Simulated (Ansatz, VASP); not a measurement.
# One calculation of FeGe16, two programs

Contents of INCAR:

```
SYSTEM = FeGe16
PREC = Accurate ; ENCUT = 600
EDIFF = 1E-6 ; ISMEAR = 0
SIGMA = 0.05 ; LREAL = .FALSE.
LASPH = .TRUE. ; NELM = 200
ALGO = Normal ; ISIF = 2
LWAVE = .FALSE. ; LCHARG = .FALSE.
ISPIN = 2 ; MAGMOM = 2 0 0 0 0 0 0 0 0 0 0 0 0 0 0 0 0
LORBIT = 11 ; LMAXMIX = 4
LDAU = .TRUE. ; LDAUTYPE = 2
LDAUL = 2 -1 ; LDAUU = 6 0
LDAUJ = 0 0 ; LDAUPRINT = 1
GGA = PS ; NBANDS = 134
GGA_COMPAT = .FALSE.
```

Contents of KPOINTS:

```
regular mesh
0
G
  3 3 3
  0 0 0
```

POSCAR

```
FeGe16
1.0
    0.0000000000      5.6575400000      5.6575400000
    5.6575400000      0.0000000000      5.6575400000
    5.6575400000      5.6575400000      0.0000000000
Fe Ge
1 16
Direct
    0.2500000000      0.2500000000      0.2500000000
    1.0000000000      1.0000000000      0.0000000000
    0.9976125891      0.9976125891      0.5023874109
    0.9976125891      0.5023874109      0.9976125891
    0.9976125891      0.5023874109      0.5023874109
    0.5023874109      0.9976125891      0.9976125891
    0.5023874109      0.9976125891      0.5023874109
    0.5023874109      0.5023874109      0.9976125891
    0.5000000000      0.5000000000      0.5000000000
    0.1242205332      0.1242205332      0.1242205332
    0.1242205332      0.1242205332      0.6273384004
    0.1242205332      0.6273384004      0.1242205332
    0.1277661185      0.6240779605      0.6240779605
    0.6273384004      0.1242205332      0.1242205332
    0.6240779605      0.1277661185      0.6240779605
    0.6240779605      0.6240779605      0.1277661185
    0.6240779605      0.6240779605      0.6240779605
```

Input for Ansatz:

```yaml
crystal:
  lattice:
    - [0.0, 5.65754, 5.65754]
    - [5.65754, 0.0, 5.65754]
    - [5.65754, 5.65754, 0.0]
  atoms:
    - { symbol: Fe, position: [0.25, 0.25, 0.25], spin: 2.0 }
    - { symbol: Ge, position: [1.0, 1.0, 0.0] }
    - { symbol: Ge, position: [0.9976125891, 0.9976125891, 0.5023874109] }
    - { symbol: Ge, position: [0.9976125891, 0.5023874109, 0.9976125891] }
    - { symbol: Ge, position: [0.9976125891, 0.5023874109, 0.5023874109] }
    - { symbol: Ge, position: [0.5023874109, 0.9976125891, 0.9976125891] }
    - { symbol: Ge, position: [0.5023874109, 0.9976125891, 0.5023874109] }
    - { symbol: Ge, position: [0.5023874109, 0.5023874109, 0.9976125891] }
    - { symbol: Ge, position: [0.5, 0.5, 0.5] }
    - { symbol: Ge, position: [0.1242205332, 0.1242205332, 0.1242205332] }
    - { symbol: Ge, position: [0.1242205332, 0.1242205332, 0.6273384004] }
    - { symbol: Ge, position: [0.1242205332, 0.6273384004, 0.1242205332] }
    - { symbol: Ge, position: [0.1277661185, 0.6240779605, 0.6240779605] }
    - { symbol: Ge, position: [0.6273384004, 0.1242205332, 0.1242205332] }
    - { symbol: Ge, position: [0.6240779605, 0.1277661185, 0.6240779605] }
    - { symbol: Ge, position: [0.6240779605, 0.6240779605, 0.1277661185] }
    - { symbol: Ge, position: [0.6240779605, 0.6240779605, 0.6240779605] }
basis:
  ecutwfc: 420
  ecutrho_ratio: 4
kpoints:
  mp_grid: { grid: [3, 3, 3] }
hamiltonian:
  xc: pbesol
  hubbard: { sites: [{ site: 0, l: d, u_eff: 6.0 }] }
scf:
  occupations: { method: gaussian, width: 0.05 }
  lower_state_search: "off"
  max_iter: 150
output:
  forces: true
  stress: true
  eigenvalues: true
  populations: true
  hubbard: { sites: [{ site: 0, l: d }] }
magnetization:
  spin_polarized: true
```

Alike in both runs: task single point; functional PBEsol; k mesh 3 × 3 × 3; occupations gaussian, width 0.05 eV; collinear spin; Hubbard terms Fe d U = 6.0 eV.

```csv
,VASP,Ansatz
version,VASP 6.6.1,Ansatz 0.2.0
potentials or method,"VASP PAW PBE potentials, release 64 (Fe, Ge_d), cutoff 600 eV","scalar-relativistic, plane waves, PAW"
valence electrons in the cell,232,240
```

```csv
,VASP,Ansatz,Ansatz less VASP
gap on the k mesh at the Fermi level (eV),none,none,-
pressure (GPa),2.6,2.2,-0.47
rms of the force components (eV/Å),0.020,0.017,-0.0035
net moment per atom (μB),0.16,0.12,-0.036
size of the moment on the site where the two differ most (μB),2.77,2.15,-0.628
```

VASP's potentials were made for PBE, not for PBEsol. Site moments also hang on the region over which each program counts them. The programs project onto different local orbitals, so the same U acts differently, and such runs can settle in different states. Atom by atom the forces differ by 0.029 eV/Å (rms over components). A gap of «none» marks a metal or a gap that the smearing closes. VASP's potentials hold 232 valence electrons a cell and Ansatz's 240, so a difference there can come from the potentials and not from the codes. Ansatz's warnings: filled band counts differ across k points.
